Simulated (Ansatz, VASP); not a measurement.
Two plane-wave programs on BN

INCAR

```
SYSTEM = BN
PREC     = Accurate       ! precision mode
ENCUT    = 520            ! plane-wave cutoff, eV
EDIFF    = 1E-6           ! SCF threshold, eV
ISMEAR   = 0              ! smearing method
SIGMA    = 0.05           ! smearing width, eV
LREAL    = .FALSE.        ! projectors in reciprocal space
LASPH    = .TRUE.         ! aspherical terms in the spheres
NELM     = 60             ! most SCF steps
ALGO     = Normal         ! electronic algorithm
ISIF     = 2              ! what is computed and relaxed
LWAVE    = .FALSE.        ! write WAVECAR
LCHARG   = .TRUE.         ! write CHGCAR
GGA      = PS             ! functional
LELF     = .TRUE.         ! ELF
LVHAR    = .TRUE.       
NBANDS   = 16             ! bands
```

KPOINTS

```
Automatic mesh
0
G
  12 12 4
  0 0 0
```

File POSCAR:

```
BN
1.0
    2.5043488457      0.0000000000      0.0000000000
   -1.2521744229      2.1688297203      0.0000000000
    0.0000000000      0.0000000000      7.0190956742
B N
2 2
Direct
    0.2887966038      0.6340635179      0.2500000000
    0.6221299371      0.3007301845      0.7500000000
    0.3333333333      0.6666666667      0.7500000000
    0.6666666667      0.3333333333      0.2500000000
```

Input for Ansatz:

```yaml
crystal:
  lattice:
    - [2.5043488457, 0.0, 0.0]
    - [-1.2521744229, 2.1688297203, 0.0]
    - [0.0, 0.0, 7.0190956742]
  atoms:
    - { symbol: B, position: [0.2887966038, 0.6340635179, 0.25] }
    - { symbol: B, position: [0.6221299371, 0.3007301845, 0.75] }
    - { symbol: "N", position: [0.3333333333, 0.6666666667, 0.75] }
    - { symbol: "N", position: [0.6666666667, 0.3333333333, 0.25] }
basis:
  ecutwfc: 420
kpoints:
  mp_grid: { grid: [12, 12, 4] }
hamiltonian:
  xc: pbesol
scf:
  occupations: { method: gaussian, width: 0.05 }
output:
  forces: true
  stress: true
  eigenvalues: true
```

Change from the starting cell: all B atoms moved -0.100 Å, as atom 1 along Cartesian [1 1 0].

Alike in both runs: task single point; functional PBEsol; k mesh 12 × 12 × 4; occupations gaussian, width 0.05 eV; no spin polarisation.

```csv
,VASP,Ansatz
version,VASP 6.6.1,Ansatz 0.2.0
potentials or method,"VASP PAW PBE potentials, release 64 (B, N), cutoff 520 eV","scalar-relativistic, plane waves, PAW"
valence electrons in the cell,16,16
```

```csv
,VASP,Ansatz,Ansatz less VASP
gap on the k mesh at the Fermi level (eV),4.06,4.07,+0.011
least direct gap on the mesh (eV),4.46,4.47,+0.010
pressure (GPa),3.9,3.7,-0.23
"traceless stress, the component that is largest in VASP (GPa)",-4.00,-3.63,+0.371
rms of the force components (eV/Å),2.451,2.453,+0.0012
```

VASP's potentials were made for PBE, not for PBEsol. Atom by atom the forces differ by 0.001 eV/Å (rms over components).
